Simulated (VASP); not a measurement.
# Co (P6_3/mmc) in VASP: further runs

Runs on Co. Level: PBE. Tasks: single point.

Everything below comes from runs of VASP 6.6.1. Logs are shortened: lines on timing, memory, paths and dates and some standing lists are left out, and cuts for length are marked.

## (1) The cell of the first run

It takes space group P6_3/mmc (No. 194, hexagonal). The conventional cell has a = 2.534 Å, b = 2.534 Å, c = 3.792 Å, α = 90.00°, β = 90.00°, γ = 120.00°. Co (site symmetry -6m2) has 12 Co at 2.39 to 2.53 Å within 3.2 Å.

## (2) Single point, PBE, collinear spin, ferromagnetic start (uniaxial strain along c: -6.0 %, then relaxed in part)

INCAR reads:

```
SYSTEM = Co
PREC = Accurate
ENCUT = 520
EDIFF = 1E-7
ISMEAR = 0
SIGMA = 0.1
LREAL = .False.
LASPH = .True.
NELM = 150
ALGO = Fast
ISIF = 2
LWAVE = .False.
LCHARG = .False.
ISPIN = 2
MAGMOM = 1.84 1.84
LORBIT = 11
LMAXMIX = 4
GGA = PE
NBANDS = 20
```

KPOINTS reads:

```
regular mesh
0
Gamma
  24 24 14
  0 0 0
```

POSCAR reads:

```
Co
1.0
    2.5343707505      0.0000000000      0.0000000000
   -1.2671853752      2.1948294526      0.0000000000
    0.0000000000      0.0000000000      3.7917197537
Co
2
Direct
    0.6666666506      0.3333333494      0.2500000000
    0.3333333494      0.6666666506      0.7500000000
```

Potentials or basis: VASP PAW PBE potentials, release 64 (Co).

Started as:

```sh
> cat potpaw_PBE.64/Co/POTCAR > POTCAR
> mpirun -np 1 vasp_std > vasp.out
```

OUTCAR:

```text
SYSTEM = Co
   PREC = Accurate
   ENCUT = 520
   EDIFF = 1E-7
   ISMEAR = 0
   LREAL = .False.
   LASPH = .True.
   NELM = 150
   ISIF = 2
   ISPIN = 2
   LORBIT = 11
   GGA = PE

 ion  position               nearest neighbor table
   1  0.667  0.333  0.250-   2 2.39   2 2.39   2 2.39   2 2.39   2 2.39   2 2.39
   2  0.333  0.667  0.750-   1 2.39   1 2.39   1 2.39   1 2.39   1 2.39   1 2.39

  LATTYP: Found a hexagonal cell.
 ALAT       =     2.5343707505
 C/A-ratio  =     1.4961188109

  Lattice vectors:

 A1 = (   2.5343707505,   0.0000000000,   0.0000000000)
 A2 = (  -1.2671853752,   2.1948294526,   0.0000000000)
 A3 = (   0.0000000000,   0.0000000000,   3.7917197537)

Analysis of symmetry for initial positions (statically):
=====================================================================
 Subroutine PRICEL returns:
 Original cell was already a primitive cell.

 Routine SETGRP: Setting up the symmetry group for a
 hexagonal supercell.

 Subroutine GETGRP returns: Found 24 space group operations
 (whereof 12 operations were pure point group operations)
 out of a pool of 24 trial point group operations.

The static configuration has the point symmetry D_3d.
 The point group associated with its full space group is D_6h.

Analysis of symmetry for dynamics (positions and initial velocities):
=====================================================================
 Subroutine PRICEL returns:
 Original cell was already a primitive cell.

 Routine SETGRP: Setting up the symmetry group for a
 hexagonal supercell.

 Subroutine GETGRP returns: Found 24 space group operations
 (whereof 12 operations were pure point group operations)
 out of a pool of 24 trial point group operations.

The dynamic configuration has the point symmetry D_3d.
 The point group associated with its full space group is D_6h.

Analysis of structural, dynamic, and magnetic symmetry:
=====================================================================
 Subroutine PRICEL returns:
 Original cell was already a primitive cell.

 Routine SETGRP: Setting up the symmetry group for a
 hexagonal supercell.

 Subroutine GETGRP returns: Found 24 space group operations
 (whereof 12 operations were pure point group operations)
 out of a pool of 24 trial point group operations.

The overall configuration has the point symmetry D_3d.
 The point group associated with its full space group is D_6h.

 Subroutine INISYM returns: Found 24 space group operations
 (whereof 12 operations are pure point group operations),
 and found     1 'primitive' translations
[... 117 lines left out ...]
  Fermi-wavevector in a.u.,A,eV,Ry     =   1.552852  2.934464 32.808381  2.411348
  Thomas-Fermi vector in A             =   2.657167
   LORBIT       =     11    0 simple, 1 ext, 2 COOP (PROOUT), +10 PAW based schemes
   GGA     = PE    functional components
   LHFCALC =     F    Hartree Fock is set to
   AEXX    =    0.0000 exact exchange contribution
   IVDW    =     0    specifies the selected vdW correction
   LEPSILON=     F    determine dielectric tensor
   LRPA    =     F    only Hartree local field effects (RPA)
 spin polarized calculation
 RMM-DIIS sequential band-by-band and
 Gauss-broadening in eV      SIGMA  =   0.10
  energy-cutoff  :      520.00
  volume of cell :       21.09
 maximum number of plane-waves:       590
 NGX is ok and might be reduce to    20
   NGX =  9   NGY =  9   NGZ = 15

 number of electron      18.0000003 magnetization       3.1322845

 Free energy of the ion-electron system (eV)
  ---------------------------------------------------
  ext. energy  EPLUGINS =         0.00000000
  ---------------------------------------------------
  free energy    TOTEN  =       -13.98548044 eV

  energy without entropy =      -13.97767584  energy(sigma->0) =      -13.98157814

 E-fermi :  10.6289     XC(G=0): -13.5655

 val. band max:       10.6284163060   @ k =   0.2083   0.1250   0.2857
 cond. band min:      10.6306072593   @ k =   0.2083   0.0833   0.2143
 fundamental gap:      0.0021909534
 Fermi energy:        10.6289197072

 spin component 1

 k-point     1 :       0.0000    0.0000    0.0000
  band No.  band energies     occupation
      1       1.5996      1.00000
      2       5.4400      1.00000
      3       7.9964      1.00000
      4       7.9964      1.00000
      5       8.4111      1.00000
      6       8.4210      1.00000
[... 541 lines left out ...]
     19      32.9894      0.00000
     20      35.4048      0.00000

 [... further k-points ...]

 spin component 2

 k-point     1 :       0.0000    0.0000    0.0000
  band No.  band energies     occupation
      1       1.5920      1.00000
      2       6.4429      1.00000
      3       9.6032      1.00000
      4       9.6032      1.00000
      5      10.0981      1.00000
      6      10.0981      1.00000
[... 541 lines left out ...]
     19      33.2271      0.00000
     20      35.6824      0.00000

 [... further k-points ...]

------------------------ aborting loop because EDIFF is reached ----------------------------------------

  FORCE on cell =-STRESS in cart. coord.  units (eV):
  Direction    XX          YY          ZZ          XY          YZ          ZX
  --------------------------------------------------------------------------------------
  -------------------------------------------------------------------------------------
  Total       -0.0738614     -0.0738614      2.9918946     -0.0000000     -0.0000000      0.0000000
  in kB       -5.6107510     -5.6107510    227.2739755     -0.0000000     -0.0000000      0.0000000
  external PRESSURE =      72.0174912 kB  Pullay stress =       0.0000000 kB

 VOLUME and BASIS-vectors are now :
 -----------------------------------------------------------------------------
  energy-cutoff  :      520.00
  volume of cell :       21.09
      direct lattice vectors                 reciprocal lattice vectors
     2.534370750  0.000000000  0.000000000     0.394575261  0.227808133  0.000000000
    -1.267185375  2.194829453  0.000000000     0.000000000  0.455616266  0.000000000
     0.000000000  0.000000000  3.791719754     0.000000000  0.000000000  0.263732571

 POSITION                                       TOTAL-FORCE (eV/Angst)
 -----------------------------------------------------------------------------------
      1.26719      0.73161      0.94793         0.000000     -0.000000      0.000000
      0.00000      1.46322      2.84379        -0.000000      0.000000      0.000000
 -----------------------------------------------------------------------------------
    total drift:                                0.000001     -0.000000     -0.000001

  FREE ENERGIE OF THE ION-ELECTRON SYSTEM (eV)
  ---------------------------------------------------
  free  energy   TOTEN  =       -13.9854804430 eV

  energy  without entropy=      -13.9776758433  energy(sigma->0) =      -13.98157814

 total charge

# of ion       s       p       d       tot
------------------------------------------
    1        0.502   0.546   7.293   8.341
    2        0.502   0.546   7.293   8.341
--------------------------------------------------
tot          1.004   1.092  14.586  16.683

 magnetization (x)

# of ion       s       p       d       tot
------------------------------------------
    1       -0.016  -0.056   1.653   1.580
    2       -0.016  -0.056   1.653   1.580
--------------------------------------------------
tot         -0.032  -0.112   3.305   3.161
```

OSZICAR:

```text
N       E                     dE             d eps       ncg     rms          rms(c)
DAV:   1     0.844482499708E+02    0.84448E+02   -0.78849E+03 41368   0.120E+03
DAV:   2    -0.115098112573E+02   -0.95958E+02   -0.86392E+02 39588   0.217E+02
DAV:   3    -0.159572236207E+02   -0.44474E+01   -0.42656E+01 44276   0.563E+01
DAV:   4    -0.160243137939E+02   -0.67090E-01   -0.67035E-01 47700   0.607E+00
DAV:   5    -0.160262782746E+02   -0.19645E-02   -0.19644E-02 44980   0.993E-01    0.152E+01
RMM:   6    -0.143639738039E+02    0.16623E+01   -0.67128E+00 46689   0.278E+01    0.732E+00
RMM:   7    -0.140319003636E+02    0.33207E+00   -0.73088E-01 46303   0.971E+00    0.424E+00
RMM:   8    -0.139989968496E+02    0.32904E-01   -0.25800E-02 52542   0.105E+00    0.191E+00
RMM:   9    -0.139853597612E+02    0.13637E-01   -0.80665E-03 56393   0.477E-01    0.506E-01
RMM:  10    -0.139854887251E+02   -0.12896E-03   -0.15043E-03 51829   0.345E-01    0.144E-01
RMM:  11    -0.139854761743E+02    0.12551E-04   -0.59858E-04 61802   0.130E-01    0.532E-02
RMM:  12    -0.139854814408E+02   -0.52665E-05   -0.70555E-05 58342   0.503E-02    0.384E-02
RMM:  13    -0.139854837783E+02   -0.23376E-05   -0.15862E-05 56293   0.385E-02    0.137E-02
RMM:  14    -0.139854800553E+02    0.37231E-05   -0.60150E-06 54313   0.220E-02    0.383E-03
RMM:  15    -0.139854803091E+02   -0.25380E-06   -0.32492E-06 60919   0.815E-03    0.205E-03
RMM:  16    -0.139854804320E+02   -0.12294E-06   -0.21393E-07 38139   0.292E-03    0.975E-04
RMM:  17    -0.139854804430E+02   -0.10961E-07   -0.45838E-08 28828   0.154E-03
   1 F= -.13985480E+02 E0= -.13981578E+02  d E =-.780460E-02  mag=     3.1323
```

stdout:

```text
POSCAR found type information on POSCAR Co
 POSCAR found :  1 types and       2 ions
 scaLAPACK will be used
 LDA part: xc-table for (Slater+PW92), standard interpolation
 POSCAR, INCAR and KPOINTS ok, starting setup
 FFT: planning ... GRIDC
 FFT: planning ... GRID_SOFT
 FFT: planning ... GRID
 WAVECAR not read
 entering main loop
WARNING in EDDRMM: call to ZHEGV failed, returncode =   8  4     19
WARNING in EDDRMM: call to ZHEGV failed, returncode =   6  3     19
WARNING in EDDRMM: call to ZHEGV failed, returncode =   8  4     19
WARNING in EDDRMM: call to ZHEGV failed, returncode =   6  3     19
WARNING in EDDRMM: call to ZHEGV failed, returncode =   8  4     20
WARNING in EDDRMM: call to ZHEGV failed, returncode =   8  4     20
WARNING in EDDRMM: call to ZHEGV failed, returncode =   8  4     20
WARNING in EDDRMM: call to ZHEGV failed, returncode =   6  3     19
 num prob WARNING in EDDRMM: call to ZHEGV failed, returncode =   8  4     19
 num prob  num prob WARNING in EDDRMM: call to ZHEGV failed, returncode =   8  4     20
 num prob  num prob  num prob  num prob  num prob  num prob  num prob RMM:  16    -0.139854804320E+02   -0.12294E-06   -0.21393E-07 38139   0.292E-03    0.975E-04
 num prob  num prob  num prob  num prob WARNING in EDDRMM: call to ZHEGV failed, returncode =   8  4     19
WARNING in EDDRMM: call to ZHEGV failed, returncode =   8  4     18
 num prob  num prob  num prob  num prob  num prob  num prob WARNING in EDDRMM: call to ZHEGV failed, returncode =   8  4     20
 num prob  num prob  num prob WARNING in EDDRMM: call to ZHEGV failed, returncode =   8  4     18
WARNING in EDDRMM: call to ZHEGV failed, returncode =   8  4     19
 num prob  num prob  num prob  num prob  num prob  num prob  num prob RMM:  17    -0.139854804430E+02   -0.10961E-07   -0.45838E-08 28828   0.154E-03
```

Run time: 3.9 min. Hardware: 1 thread of Intel Xeon 6975P-C (Granite Rapids), shared host; peak memory 0.37 GiB.

Results:

```yaml
Free_energy: -13.9855 eV
Pressure: 7.2 GPa
Net_moment: 3.13 μB per cell
Site_moments: Co +1.58 μB
Valence_electrons_inside_the_program's_atomic_spheres: Co 8.34
```

Caveat: the cell differs from its parent crystal (uniaxial strain along c: -6.0 %, then relaxed in part); the stress differs along the axes, from -1 to 23 GPa.

## (3) Single point, PBE, collinear spin, ferromagnetic start (uniaxial strain along c: -4.0 %)

INCAR reads:

```
SYSTEM = Co
PREC = Accurate
ENCUT = 520
EDIFF = 1E-7
ISMEAR = 0
SIGMA = 0.1
LREAL = .FALSE.
LASPH = .TRUE.
NELM = 150
ALGO = Normal
ISIF = 2
LWAVE = .FALSE.
LCHARG = .FALSE.
ISPIN = 2
MAGMOM = 1.84 1.84
LORBIT = 11
LMAXMIX = 4
GGA = PE
NBANDS = 20
```

KPOINTS reads:

```
Automatic mesh
0
G
  24 24 14
  0 0 0
```

POSCAR reads:

```
Co
1.0
    2.5170663834      0.0000000000      0.0000000000
   -1.2585331917      2.1798434310      0.0000000000
    0.0000000000      0.0000000000      3.8723946420
Co
2
Direct
    0.6666666370      0.3333333630      0.2500000000
    0.3333333630      0.6666666370      0.7500000000
```

Potentials or basis: VASP PAW PBE potentials, release 64 (Co).

Started as:

```sh
> cat potpaw_PBE.64/Co/POTCAR > POTCAR
> mpirun -np 1 vasp_std > vasp.out
```

OUTCAR:

```text
SYSTEM = Co
   PREC = Accurate
   ENCUT = 520
   EDIFF = 1E-7
   ISMEAR = 0
   LREAL = .FALSE.
   LASPH = .TRUE.
   NELM = 150
   ISIF = 2
   ISPIN = 2
   LORBIT = 11
   GGA = PE

 ion  position               nearest neighbor table
   1  0.667  0.333  0.250-   2 2.42   2 2.42   2 2.42   2 2.42   2 2.42   2 2.42
   2  0.333  0.667  0.750-   1 2.42   1 2.42   1 2.42   1 2.42   1 2.42   1 2.42

  LATTYP: Found a hexagonal cell.
 ALAT       =     2.5170663834
 C/A-ratio  =     1.5384555082

  Lattice vectors:

 A1 = (   2.5170663834,   0.0000000000,   0.0000000000)
 A2 = (  -1.2585331917,   2.1798434310,   0.0000000000)
 A3 = (   0.0000000000,   0.0000000000,   3.8723946420)

Analysis of symmetry for initial positions (statically):
=====================================================================
 Subroutine PRICEL returns:
 Original cell was already a primitive cell.

 Routine SETGRP: Setting up the symmetry group for a
 hexagonal supercell.

 Subroutine GETGRP returns: Found 24 space group operations
 (whereof 12 operations were pure point group operations)
 out of a pool of 24 trial point group operations.

[... 1295 lines left out ...]
     20      35.5376      0.00000

 [... further k-points ...]

------------------------ aborting loop because EDIFF is reached ----------------------------------------

  FORCE on cell =-STRESS in cart. coord.  units (eV):
  Direction    XX          YY          ZZ          XY          YZ          ZX
  --------------------------------------------------------------------------------------
  -------------------------------------------------------------------------------------
  Total       -0.0313371     -0.0313371      1.9257560      0.0000000      0.0000000      0.0000000
  in kB       -2.3630336     -2.3630336    145.2152594      0.0000000      0.0000000      0.0000000
  external PRESSURE =      46.8297308 kB  Pullay stress =       0.0000000 kB

 VOLUME and BASIS-vectors are now :
 -----------------------------------------------------------------------------
  energy-cutoff  :      520.00
  volume of cell :       21.25
      direct lattice vectors                 reciprocal lattice vectors
     2.517066383  0.000000000  0.000000000     0.397287893  0.229374272  0.000000000
    -1.258533192  2.179843431  0.000000000     0.000000000  0.458748544  0.000000000
     0.000000000  0.000000000  3.872394642     0.000000000  0.000000000  0.258238143

 POSITION                                       TOTAL-FORCE (eV/Angst)
 -----------------------------------------------------------------------------------
      1.25853      0.72661      0.96810        -0.000000      0.000000      0.000000
      0.00000      1.45323      2.90430         0.000000      0.000000      0.000000
 -----------------------------------------------------------------------------------
    total drift:                               -0.000001     -0.000002     -0.000003

  FREE ENERGIE OF THE ION-ELECTRON SYSTEM (eV)
  ---------------------------------------------------
  free  energy   TOTEN  =       -14.0379506861 eV

  energy  without entropy=      -14.0297676392  energy(sigma->0) =      -14.03385916

 total charge

# of ion       s       p       d       tot
------------------------------------------
    1        0.498   0.540   7.283   8.320
    2        0.498   0.540   7.283   8.320
--------------------------------------------------
tot          0.996   1.079  14.565  16.641

 magnetization (x)

# of ion       s       p       d       tot
------------------------------------------
    1       -0.016  -0.056   1.669   1.597
    2       -0.016  -0.056   1.669   1.597
--------------------------------------------------
tot         -0.032  -0.112   3.338   3.194
```

OSZICAR:

```text
N       E                     dE             d eps       ncg     rms          rms(c)
DAV:   1     0.858834786305E+02    0.85883E+02   -0.79002E+03 41128   0.120E+03
DAV:   2    -0.114447622987E+02   -0.97328E+02   -0.87528E+02 39620   0.218E+02
DAV:   3    -0.160332753850E+02   -0.45885E+01   -0.44007E+01 44280   0.570E+01
DAV:   4    -0.161025486426E+02   -0.69273E-01   -0.69218E-01 47504   0.618E+00
DAV:   5    -0.161046124815E+02   -0.20638E-02   -0.20637E-02 45452   0.102E+00    0.151E+01
DAV:   6    -0.144394192221E+02    0.16652E+01   -0.71154E+00 44580   0.552E+01    0.681E+00
DAV:   7    -0.140733691631E+02    0.36605E+00   -0.11105E+00 46312   0.198E+01    0.384E+00
DAV:   8    -0.140529064512E+02    0.20463E-01   -0.16212E-02 50756   0.126E+00    0.186E+00
DAV:   9    -0.140379686492E+02    0.14938E-01   -0.30353E-03 63996   0.965E-01    0.509E-01
DAV:  10    -0.140379812877E+02   -0.12639E-04   -0.60286E-04 52136   0.313E-01    0.165E-01
DAV:  11    -0.140379527774E+02    0.28510E-04   -0.86182E-05 58276   0.140E-01    0.264E-02
DAV:  12    -0.140379513443E+02    0.14331E-05   -0.84947E-06 41888   0.260E-02    0.152E-02
DAV:  13    -0.140379509413E+02    0.40296E-06   -0.18179E-06 58784   0.156E-02    0.689E-03
DAV:  14    -0.140379508147E+02    0.12660E-06   -0.39398E-07 41784   0.545E-03    0.236E-03
DAV:  15    -0.140379505242E+02    0.29056E-06   -0.20507E-08 20504   0.262E-03    0.174E-03
DAV:  16    -0.140379506612E+02   -0.13702E-06   -0.10599E-08 20032   0.149E-03    0.403E-04
DAV:  17    -0.140379506861E+02   -0.24959E-07   -0.22189E-09 19936   0.358E-04
   1 F= -.14037951E+02 E0= -.14033859E+02  d E =-.818305E-02  mag=     3.1616
```

stdout:

```text
POSCAR found type information on POSCAR Co
 POSCAR found :  1 types and       2 ions
 scaLAPACK will be used
 LDA part: xc-table for (Slater+PW92), standard interpolation
 POSCAR, INCAR and KPOINTS ok, starting setup
 FFT: planning ... GRIDC
 FFT: planning ... GRID_SOFT
 FFT: planning ... GRID
 WAVECAR not read
 entering main loop
```

Run time: 3.3 min. Hardware: 1 thread of Intel Xeon 6975P-C (Granite Rapids), shared host; peak memory 0.38 GiB.

Results:

| Quantity | Value |
| --- | --- |
| Free energy | -14.0380 eV |
| Pressure | 4.7 GPa |
| Net moment | 3.16 μB per cell |
| Site moments | Co +1.60 μB |
| Valence electrons inside the program's atomic spheres | Co 8.32 |

Levels at points of the mesh, in eV from the Fermi level:
Spin up:
| k point | band 7 | band 8 | band 9 | band 10 | band 11 | band 12 | band 13 | band 14 | band 15 | band 16 |
| --- | --- | --- | --- | --- | --- | --- | --- | --- | --- | --- |
| (0.00, 0.00, 0.00) | -2.23 | -2.06 | -2.06 | -0.72 | -0.72 | 0.54 | 7.33 | 21.53 | 23.88 | 23.88 |
| (0.50, 0.00, 0.00) | -2.02 | -0.77 | -0.57 | -0.41 | 1.27 | 3.26 | 10.25 | 10.93 | 13.30 | 14.28 |
| (0.00, 0.00, 0.50) | -2.75 | -2.75 | -1.04 | -1.04 | -1.04 | -1.04 | 16.62 | 16.62 | 22.34 | 22.34 |
| (0.50, 0.00, 0.50) | -1.03 | -1.03 | -0.64 | -0.64 | 1.62 | 1.62 | 7.38 | 7.38 | 18.13 | 18.13 |
Spin down:
| k point | band 3 | band 4 | band 5 | band 6 | band 7 | band 8 | band 9 | band 10 | band 11 | band 12 |
| --- | --- | --- | --- | --- | --- | --- | --- | --- | --- | --- |
| (0.00, 0.00, 0.00) | -0.99 | -0.99 | -0.68 | -0.55 | -0.55 | -0.38 | -0.38 | 0.48 | 1.09 | 1.09 |
| (0.50, 0.00, 0.00) | -3.28 | -2.06 | -1.36 | -0.89 | -0.41 | 1.09 | 1.32 | 1.45 | 2.57 | 4.30 |
| (0.00, 0.00, 0.50) | -1.34 | -1.34 | -1.14 | -1.14 | -1.14 | -1.14 | 0.76 | 0.76 | 0.76 | 0.76 |
| (0.50, 0.00, 0.50) | -2.31 | -2.31 | -0.17 | -0.17 | 0.25 | 0.25 | 1.23 | 1.23 | 2.27 | 2.27 |

Caveat: the cell differs from its parent crystal (uniaxial strain along c: -4.0 %); the stress differs along the axes, from -0 to 15 GPa.
